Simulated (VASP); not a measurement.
Input of a VASP 6.6.1 run:

Contents of INCAR:

```
PREC = Accurate
ENCUT = 500
EDIFF = 1E-6
ISMEAR = -1
SIGMA = 0.05
LREAL = False
LASPH = True
NELM = 120
ALGO = Normal
ISIF = 2
LWAVE = False
LCHARG = True
GGA = B5
ALDAX = 1.0
AGGAX = 1.0
AGGAC = 1.0
ALDAC = 0.0
LELF = True
LVHAR = True
NBANDS = 16
GGA_COMPAT = False
```

File KPOINTS:

```
regular mesh
0
Gamma
  8 8 8
```

The input POSCAR:

```
AgBr
1.0
    0.0000000000      2.8313594341      2.8313594341
    2.8313594341      0.0000000000      2.8313594341
    2.8313594341      2.8313594341      0.0000000000
Ag Br
1 1
Direct
    0.0000000000      0.0000000000      0.0000000000
    0.5000000000      0.5000000000      0.5000000000
```

Potentials or basis: VASP PAW PBE potentials, release 64 (Ag, Br).

Launch:

```sh
$ cat potpaw_PBE.64/Ag/POTCAR potpaw_PBE.64/Br/POTCAR > POTCAR
$ mpirun -np 1 vasp_std > vasp.out
```

Task: Predict the pressure.

Result: 8.9 GPa.

Task: Estimate the band gap on the k mesh.

Result: 0.75 eV, indirect (least direct gap 2.81 eV).

Caveat: the PAW data sets were made with another functional, which shifts forces and pressure a little. A k mesh can miss the band edges.
